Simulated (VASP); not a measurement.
# BeTe (F-43m) in VASP: G0W0 quasiparticle levels with PBEsol

Aim: the G0W0 quasiparticle levels of BeTe with PBEsol.

Everything below comes from runs of VASP 6.6.1. Logs are shortened: lines on timing, memory, paths and dates and some standing lists are left out, and cuts for length are marked.

### 1 The cell of the first run

The structure is cubic, space group F-43m (No. 216). Conventional cell: a = 5.605 Å, b = 5.605 Å, c = 5.605 Å, α = 90.00°, β = 90.00°, γ = 90.00°. Be (site symmetry -43m) has 4 Te at 2.43 Å within 3.2 Å. Te (site symmetry -43m) has 4 Be at 2.43 Å within 3.2 Å.

### 2 G0W0 quasiparticle levels, PBEsol

The input, POSCAR:

```
BeTe
1.0
    0.0000000000      2.8025474673      2.8025474673
    2.8025474673      0.0000000000      2.8025474673
    2.8025474673      2.8025474673      0.0000000000
Be Te
1 1
Direct
    0.0000000000      0.0000000000      0.0000000000
    0.2500000000      0.2500000000      0.2500000000
```

The input, INCAR.step1:

```
SYSTEM = BeTe
PREC = Accurate
ENCUT = 500
EDIFF = 1E-8
ISMEAR = 0
SIGMA = 0.01
LREAL = .FALSE.
LASPH = .TRUE.
NELM = 100
ALGO = Normal
LWAVE = .TRUE.
LCHARG = .FALSE.
GGA = PS
```

The input, INCAR.step2:

```
SYSTEM = BeTe
PREC = Accurate
ENCUT = 500
EDIFF = 1E-8
ISMEAR = 0
SIGMA = 0.01
LREAL = .FALSE.
LASPH = .TRUE.
NELM = 1
ALGO = Exact
LWAVE = .TRUE.
LCHARG = .FALSE.
GGA = PS
NBANDS = 103
LOPTICS = .TRUE.
ISTART = 1
```

The input, INCAR.step3:

```
SYSTEM = BeTe
PREC = Accurate
ENCUT = 500
EDIFF = 1E-8
ISMEAR = 0
SIGMA = 0.01
LREAL = .FALSE.
LASPH = .TRUE.
ALGO = EVGW0
LWAVE = .FALSE.
LCHARG = .FALSE.
GGA = PS
NELMGW = 1
NBANDS = 103
ENCUTGW = 100.0
NOMEGA = 48
PRECFOCK = Fast
ISTART = 1
NBANDSGW = 12
```

The input, KPOINTS:

```
Automatic mesh
0
G
  4 4 4
  0 0 0
```

Potentials or basis: VASP PAW PBE potentials, release 64 (Be_GW, Te_GW).

Command:

```sh
> cat potpaw_PBE.64/Be_GW/POTCAR potpaw_PBE.64/Te_GW/POTCAR > POTCAR
> cp INCAR.step1 INCAR
> mpirun -np 1 vasp_std > vasp.out
> cp INCAR.step2 INCAR
> mpirun -np 1 vasp_std > vasp.out
> cp INCAR.step3 INCAR
> mpirun -np 1 vasp_std > vasp.out
```

OUTCAR:

```text
SYSTEM = BeTe
   PREC = Accurate
   ENCUT = 500
   EDIFF = 1E-8
   ISMEAR = 0
   LREAL = .FALSE.
   LASPH = .TRUE.
   GGA = PS
   NELMGW = 1
   ENCUTGW = 100.0
   PRECFOCK = Fast
   ISTART = 1

 ion  position               nearest neighbor table
   1  0.000  0.000  0.000-   2 2.43   2 2.43   2 2.43   2 2.43
   2  0.250  0.250  0.250-   1 2.43   1 2.43   1 2.43   1 2.43

  LATTYP: Found a face centered cubic cell.
 ALAT       =     5.6050949346

  Lattice vectors:

 A1 = (   0.0000000000,   2.8025474673,   2.8025474673)
 A2 = (   2.8025474673,   0.0000000000,   2.8025474673)
 A3 = (   2.8025474673,   2.8025474673,   0.0000000000)

Analysis of symmetry for initial positions (statically):
=====================================================================
 Subroutine PRICEL returns:
 Original cell was already a primitive cell.

 Routine SETGRP: Setting up the symmetry group for a
 face centered cubic supercell.

 Subroutine GETGRP returns: Found 24 space group operations
 (whereof 24 operations were pure point group operations)
 out of a pool of 48 trial point group operations.

The static configuration has the point symmetry T_d .

Analysis of symmetry for dynamics (positions and initial velocities):
=====================================================================
 Subroutine PRICEL returns:
 Original cell was already a primitive cell.

 Routine SETGRP: Setting up the symmetry group for a
 face centered cubic supercell.

 Subroutine GETGRP returns: Found 24 space group operations
 (whereof 24 operations were pure point group operations)
 out of a pool of 48 trial point group operations.

The dynamic configuration has the point symmetry T_d .

 Subroutine INISYM returns: Found 24 space group operations
 (whereof 24 operations are pure point group operations),
 and found     1 'primitive' translations

----------------------------------------------------------------------------------------

                                     Primitive cell

  volume of cell :      44.0239

  direct lattice vectors                    reciprocal lattice vectors
     0.000000000  2.802547467  2.802547467    -0.178409110  0.178409110  0.178409110
     2.802547467  0.000000000  2.802547467     0.178409110 -0.178409110  0.178409110
     2.802547467  2.802547467  0.000000000     0.178409110  0.178409110 -0.178409110

  length of vectors
     3.963400637  3.963400637  3.963400637     0.309013643  0.309013643  0.309013643

  position of ions in fractional coordinates (direct lattice)
     0.000000000  0.000000000  0.000000000
     0.250000000  0.250000000  0.250000000

  ion indices of the primitive-cell ions
   primitive index   ion index
                 1           1
                 2           2

----------------------------------------------------------------------------------------

 KPOINTS: Automatic mesh

Automatic generation of k-mesh.
 Grid dimensions read from file:
 generate k-points for:    4    4    4

 Generating k-lattice:

  Cartesian coordinates                     Fractional coordinates (reciprocal lattice)
    -0.044602278  0.044602278  0.044602278     0.250000000  0.000000000  0.000000000
     0.044602278 -0.044602278  0.044602278     0.000000000  0.250000000  0.000000000
     0.044602278  0.044602278 -0.044602278     0.000000000  0.000000000  0.250000000

  Length of vectors
     0.077253411  0.077253411  0.077253411

  Shift w.r.t. Gamma in fractional coordinates (k-lattice)
     0.000000000  0.000000000  0.000000000

 Subroutine IBZKPT returns following result:
 ===========================================

 Found      8 irreducible k-points:

 Following reciprocal coordinates:
            Coordinates               Weight
  0.000000  0.000000  0.000000      1.000000
  0.250000  0.000000  0.000000      8.000000
  0.500000  0.000000  0.000000      4.000000
  0.250000  0.250000  0.000000      6.000000
  0.500000  0.250000  0.000000     24.000000
 -0.250000  0.250000  0.000000     12.000000
  0.500000  0.500000  0.000000      3.000000
 -0.250000  0.500000  0.250000      6.000000
   k-points           NKPTS =      8   k-points in BZ     NKDIM =     64   number of bands    NBANDS=    103
   number of dos      NEDOS =    301   number of ions     NIONS =      2
   total plane-waves  NPLWV =  27000
   dimension x,y,z NGX =    30 NGY =   30 NGZ =   30
   dimension x,y,z NGXF=    60 NGYF=   60 NGZF=   60
   ions per type =               1   1
   NGX,Y,Z   is equivalent  to a cutoff of  12.58, 12.58, 12.58 a.u.
   NGXF,Y,Z  is equivalent  to a cutoff of  25.17, 25.17, 25.17 a.u.
 SYSTEM =  BeTe
   PREC   = accura    normal or accurate (medium, high low for compatibility)
   ISTART =      1    job   : 0-new  1-cont  2-samecut
   ICHARG =      0    charge: 1-file 2-atom 10-const
   ISPIN  =      1    spin polarized calculation?
   LNONCOLLINEAR =      F non collinear calculations
   LSORBIT =      F    spin-orbit coupling
   LASPH  =      T    aspherical Exc in radial PAW
   ENCUT  =  500.0 eV  36.75 Ry    6.06 a.u.   7.23  7.23  7.23*2*pi/ulx,y,z
   NELM   =     60;   NELMIN=  2; NELMDL=  0     # of ELM steps
   EDIFF  = 0.1E-07   stopping-criterion for ELM
   LREAL  =      F    real-space projection
   EDIFFG = 0.1E-06   stopping-criterion for IOM
   NSW    =      0    number of steps for IOM
   IBRION =     -1    ionic relax: 0-MD 1-quasi-New 2-CG
   NFREE  =      0    steps in history (QN), initial steepest desc. (CG)
   ISIF   =      0    stress and relaxation
   ISYM   =      3    0-nonsym 1-usesym 2-fastsym
   POTIM  = 0.5000    time-step for ionic-motion
   TEBEG  =    0.0;   TEEND  =   0.0 temperature during run
   PSTRESS=    0.0 pullay stress
   NELECT =       8.0000    total number of electrons
   NUPDOWN=      -1.0000    fix difference up-down
   EMIN   =  10.00;   EMAX   =-10.00  energy-range for DOS
   EFERMI =   0.00;   METHOD = LEGACY
   ISMEAR =     0;   SIGMA  =   0.01  broadening in eV -4-tet -1-fermi 0-gaus
   EFERMI_NEDOS =   21; number of points for ismear=-14 and -15
   IALGO  =     38    algorithm
   IMIX   =      4    mixing-type and parameters
     AMIX     =   0.40;   BMIX     =  1.00
     AMIX_MAG =   1.60;   BMIX_MAG =  1.00
  volume/ion in A,a.u.               =      22.01       148.54
  Fermi-wavevector in a.u.,A,eV,Ry     =   0.927275  1.752296 11.698817  0.859839
  Thomas-Fermi vector in A             =   2.053327
   LORBIT       =      0    0 simple, 1 ext, 2 COOP (PROOUT), +10 PAW based schemes
   GGA     = PS    functional components
   LHFCALC =     T    Hartree Fock is set to
   PRECFOCK=fast      Normal, Fast or Accurate (Low or Medium for compatibility)
   ENCUT4O =  -1.0   cutoff for four orbital integrals eV
   NKREDX  =     1    reduce k-point grid by
   NKREDY  =     1    reduce k-point grid by
   NKREDZ  =     1    reduce k-point grid by
   AEXX    =    1.0000 exact exchange contribution
   HFSCREEN=    0.0000 screening length (either q_TF or 0.3 A-1)
   HFSCREENC=   0.0000 screening length for correlation (either q_TF or 0.3 A-1)
   ENCUTFOCK=  -1.0 apply spherical cutoff to Coloumb kernel
   IVDW    =     0    specifies the selected vdW correction
   LEPSILON=     F    determine dielectric tensor
   LRPA    =     F    only Hartree local field effects (RPA)
   LRPAFORCE           =     F    calculate RPA forces
   ENCUTGW             = 100.0    cutoff for response function in eV
   ENCUTGWSOFT         =  80.0    soft cutoff for Coulomb kernel in GW response function in eV
   ENCUTLF             =  -1.0    cutoff for local field effects
   NELMGW              =     1    number of iterations in solving QP/BSE equation
   NELMHF              =     1    number of iterations in the inner HF iteration
   NKREDLFX            =     1    NKREDLFY  =   1   NKREDLFZ  =   1
 non-spin polarized calculation
 Gauss-broadening in eV      SIGMA  =   0.01
  energy-cutoff  :      500.00
  volume of cell :       44.02
 maximum number of plane-waves:      1139
 NGX is ok and might be reduce to    30
  NGX = 16; NGY = 16; NGZ = 16
   NGX = 15   NGY = 15   NGZ = 15
 maximum number of plane-waves:       113
 NGX is ok and might be reduce to    14

 QP shifts <psi_nk| G(iteration)W_0 |psi_nk>: iteration 1
 for sc-GW calculations column KS-energies equals QP-energies in previous step
 and V_xc(KS)=  KS-energies - (<T + V_ion + V_H > + <T+V_H+V_ion>^1  + <V_x>^1)

 k-point   1 :       0.0000    0.0000    0.0000
  band No.  KS-energies  QP-energies   sigma(KS)   V_xc(KS)     V^pw_x(r,r')   Z            occupation Imag(sigma)

      1      -7.5050      -8.1447     -11.7938     -10.8975     -17.6505       0.7139       2.0000       1.2157
      2       4.9237       4.3989     -11.8544     -11.1881     -12.9824       0.7877       2.0000       0.0617
      3       4.9237       4.3989     -11.8544     -11.1881     -12.9824       0.7877       2.0000       0.0617
      4       4.9237       4.3989     -11.8544     -11.1881     -12.9824       0.7877       2.0000       0.0617
      5       8.5048       8.9088      -8.9200      -9.4444      -4.8063       0.7705       0.0000      -0.0879
      6       8.5048       8.9088      -8.9200      -9.4444      -4.8063       0.7705       0.0000      -0.0879
      7       8.5048       8.9088      -8.9200      -9.4444      -4.8063       0.7705       0.0000      -0.0879
      8       8.7560       9.4289      -8.9038      -9.7729      -4.6329       0.7742       0.0000      -0.0952
      9      13.1269      13.3419      -7.8984      -8.1855      -2.4908       0.7486       0.0000      -0.2294
     10      15.3731      15.7066      -8.9197      -9.3597      -3.7884       0.7579       0.0000      -0.2659
     11      15.3731      15.7066      -8.9197      -9.3597      -3.7884       0.7579       0.0000      -0.2659
     12      16.1196      16.4249      -7.6690      -8.0714      -2.1468       0.7588       0.0000      -0.3353

 k-point   2 :       0.2500    0.0000    0.0000
  band No.  KS-energies  QP-energies   sigma(KS)   V_xc(KS)     V^pw_x(r,r')   Z            occupation Imag(sigma)

      1      -6.9349      -7.4936     -11.8325     -11.0574     -17.5305       0.7209       2.0000       1.1292
      2       1.5233       0.8684     -11.1091     -10.2386     -13.1926       0.7524       2.0000       0.1098
      3       4.2299       3.6788     -11.6349     -10.9291     -12.8954       0.7807       2.0000       0.0644
      4       4.2299       3.6788     -11.6349     -10.9291     -12.8954       0.7807       2.0000       0.0644
      5       8.2211       8.6633      -8.8985      -9.4699      -4.8053       0.7740       0.0000      -0.0867
      6       9.3942       9.8112      -9.0054      -9.5499      -4.6842       0.7658       0.0000      -0.1003
      7       9.3942       9.8112      -9.0054      -9.5499      -4.6842       0.7658       0.0000      -0.1003
      8      11.9726      12.4607      -9.0769      -9.7303      -4.0478       0.7470       0.0000      -0.1769
      9      13.8537      14.1313      -7.7652      -8.1322      -2.4420       0.7565       0.0000      -0.2599
     10      14.0015      14.2968      -8.3849      -8.7715      -3.3820       0.7640       0.0000      -0.2338
     11      14.0015      14.2968      -8.3849      -8.7715      -3.3820       0.7640       0.0000      -0.2338
     12      16.5122      16.8428      -8.2097      -8.6497      -2.4562       0.7514       0.0000      -0.4324
[... 68 lines left out ...]
      1      -5.6094      -6.0000     -12.1488     -11.6126     -17.3470       0.7284       2.0000       0.8827
      2      -0.2914      -1.0710     -11.0560      -9.9754     -14.0476       0.7214       2.0000       0.1934
      3       2.2056       1.5474     -11.2570     -10.3892     -13.1743       0.7585       2.0000       0.0935
      4       2.2056       1.5474     -11.2570     -10.3892     -13.1743       0.7585       2.0000       0.0935
      5       6.7304       6.9939      -7.9379      -8.2708      -4.1863       0.7917       0.0000      -0.0783
      6       7.5056       7.7204      -8.5034      -8.7777      -4.6552       0.7830       0.0000      -0.0805
      7      14.7483      15.2589      -9.5829     -10.2918      -3.5251       0.7203       0.0000      -0.3762
      8      14.7483      15.2589      -9.5829     -10.2918      -3.5251       0.7203       0.0000      -0.3762
      9      16.5190      17.0242      -8.7661      -9.4516      -2.5333       0.7370       0.0000      -0.5016
     10      17.9778      18.4091      -9.4364     -10.0133      -3.3333       0.7476       0.0000      -0.6293
     11      18.5675      18.9294      -8.9120      -9.3833      -3.1873       0.7679       0.0000      -0.5777
     12      18.5675      18.9294      -8.9120      -9.3833      -3.1873       0.7679       0.0000      -0.5777

 k-point   8 :      -0.2500    0.5000    0.2500
  band No.  KS-energies  QP-energies   sigma(KS)   V_xc(KS)     V^pw_x(r,r')   Z            occupation Imag(sigma)

      1      -5.5728      -5.9552     -12.1827     -11.6525     -17.3702       0.7212       2.0000       0.8653
      2       0.2688      -0.5146     -11.2532     -10.1762     -14.0369       0.7273       2.0000       0.1648
      3       1.1078       0.4189     -10.8338      -9.9134     -13.0321       0.7486       2.0000       0.1169
      4       1.6038       0.9452     -10.7706      -9.8985     -12.7118       0.7552       2.0000       0.0998
      5      10.1100      10.3794      -8.5701      -8.9165      -4.3813       0.7778       0.0000      -0.1065
      6      10.4119      10.7371      -8.4335      -8.8569      -3.8693       0.7678       0.0000      -0.1178
      7      10.4707      11.0017      -8.7220      -9.4261      -3.8177       0.7541       0.0000      -0.1374
      8      11.1725      11.5857      -9.4360      -9.9873      -4.6373       0.7494       0.0000      -0.1498
      9      15.9983      16.4547      -9.2307      -9.8534      -3.2087       0.7331       0.0000      -0.4303
     10      16.6997      17.1185      -9.4962     -10.0623      -3.5269       0.7399       0.0000      -0.5183
     11      17.9752      18.3960      -8.7717      -9.3335      -2.7335       0.7490       0.0000      -0.5439
     12      18.8754      19.3422      -8.9318      -9.5397      -2.9048       0.7679       0.0000      -0.6994
```

It took 2.3 min on 1 thread of Intel Xeon 8259CL, shared host; peak memory 0.39 GiB.

Results:

| Item | Value |
| --- | --- |
| Quasiparticle gap | 2.60 eV |
| Least direct quasiparticle gap | 4.51 eV |
| Band gap of the starting levels on the mesh | 1.81 eV |
| Least direct gap of the starting levels on the mesh | 3.58 eV |

Caveat: the k points lie up to 0.49 Å⁻¹ apart; bands, screening cutoff and mesh are small and nothing is extrapolated, so the quasiparticle values aren't converged; spin-orbit coupling is left out, which moves the levels of the heavy elements.
